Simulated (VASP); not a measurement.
Crystal: Ta.

```
CELL_PARAMETERS angstrom
2.90037 0.00000 0.00000
-1.45019 2.51180 0.00000
0.00000 0.00000 5.16627
ATOMIC_POSITIONS crystal
Ta 0.33333 0.66667 0.25000
Ta 0.66667 0.33333 0.75000
```

Base run:

```yaml
Program: VASP 6.6.1
Functional: RPBE
Potentials_or_basis: VASP PAW PBE potentials, release 64 (Ta_pv)
Cutoff: 520 eV
k_mesh: 11 × 11 × 5
Occupations: gaussian, width 0.02 eV
Spin: no spin polarisation
```

Its results: band gap on the k mesh zero (band 11 reaches 6.55 eV, above the bottom of band 12 at 5.12 eV); pressure 2.2 GPa.

Q: The run is repeated on the same cell with these changes: functional from RPBE to PBE; occupations from gaussian, width 0.02 eV to fermi-dirac, width 0.05 eV. What comes out?

A: Band gap on the k mesh zero (band 11 reaches 6.47 eV, above the bottom of band 12 at 5.03 eV); pressure -0.9 GPa.

Caveats: spin-orbit coupling is left out, which moves the levels of the heavy elements; the PAW data sets were made with another functional, which shifts forces and pressure a little (some runs).
